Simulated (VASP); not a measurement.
Set up this calculation in VASP 6.6.1, as the native input.

```
Task                   : relaxation of the atoms
Functional             : PBEsol
Potentials or basis    : VASP PAW PBE potentials, release 64 (Sr_sv, Te)
Cutoff                 : 450 eV
k mesh                 : 7 × 7 × 7
Occupations            : fermi-dirac, width 0.03 eV
Spin                   : no spin polarisation
Dipole correction      : no
Further INCAR settings : ALGO = Normal; EDIFF = 1e-07; IBRION = 2; EDIFFG = -0.01; NSW = 50
```

The structure of SrTe lies in POSCAR:

```
SrTe
1.0
    0.0000000000      3.3558353104      3.3558353104
    3.3558353104      0.0000000000      3.3558353104
    3.3558353104      3.3558353104      0.0000000000
Sr Te
1 1
Direct
    0.0000000000      0.0000000000      0.0000000000
    0.5000000000      0.5000000000      0.5000000000
```

One way to write it, as run:

INCAR

```
SYSTEM = SrTe
PREC = Accurate
ENCUT = 450
EDIFF = 1E-7
ISMEAR = -1
SIGMA = 0.03
LREAL = .False.
LASPH = .True.
NELM = 120
ALGO = Normal
ISIF = 2
LWAVE = .False.
LCHARG = .False.
GGA = PS
IBRION = 2
NSW = 50
EDIFFG = -0.01
GGA_COMPAT = .False.
NELMIN = 4
```

KPOINTS

```
regular mesh
0
Gamma
  7 7 7
  0 0 0
```

Potentials or basis: VASP PAW PBE potentials, release 64 (Sr_sv, Te).

Command:

```console
$ cat potpaw_PBE.64/Sr_sv/POTCAR potpaw_PBE.64/Te/POTCAR > POTCAR
$ mpirun -np 1 vasp_std > vasp.out
```

Results of the run:

```
Pressure after relaxing : -1.4 GPa
Band gap on the k mesh  : 1.72 eV (least direct gap 2.44 eV)
```

Caveat: the relaxation stopped at its first step, so nothing moved; the PAW data sets were made with another functional, which shifts forces and pressure a little; spin-orbit coupling is left out, which moves the levels of the heavy elements; an odd mesh through Γ misses points on the zone boundary, where band edges can lie.

It took 24 s on 1 thread of AMD EPYC 7R43 64-Core Processor (Zen 3) (shared host), peak memory 0.17 GiB.
